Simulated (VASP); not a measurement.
A run of VASP 6.6.1:

The input INCAR:

```
SYSTEM = CoO
PREC = Accurate ; ENCUT = 520
EDIFF = 1E-7 ; ISMEAR = 0
SIGMA = 0.01 ; LREAL = .FALSE.
LASPH = .TRUE. ; NELM = 150
ALGO = Normal ; ISIF = 2
LWAVE = .FALSE. ; LCHARG = .TRUE.
ISPIN = 2 ; MAGMOM = 2.84 0.26
LORBIT = 11 ; LMAXMIX = 4
LDAU = .TRUE. ; LDAUTYPE = 2
LDAUL = 2 -1 ; LDAUU = 3.32 0
LDAUJ = 0 0 ; LDAUPRINT = 1
GGA = PE ; LELF = .TRUE.
LVHAR = .TRUE. ; NBANDS = 18
```

Contents of KPOINTS:

```
regular mesh
0
G
  16 16 16
  0 0 0
```

The input POSCAR:

```
CoO
1.0
   -1.5172219320      1.5172219320      2.3434850669
    1.5172219320     -1.5172219320      2.3434850669
    1.5172219320      1.5172219320     -2.3434850669
Co O
1 1
Direct
    0.0000000000      0.0000000000      0.0000000000
    0.5000000000      0.5000000000      0.0000000000
```

Potentials or basis: VASP PAW PBE potentials, release 64 (Co, O).

Run with:

```bash
$ cat potpaw_PBE.64/Co/POTCAR potpaw_PBE.64/O/POTCAR > POTCAR
$ mpirun -np 1 vasp_std > vasp.out
```

Hardware: 1 thread of AMD EPYC 7R13, on a shared host.

Question: Estimate the wall time of this run.

Answer: Wall time 12 min on 1 thread of AMD EPYC 7R13 (shared host), peak memory 0.29 GiB. Counts: scf iterations 21, k points 349.
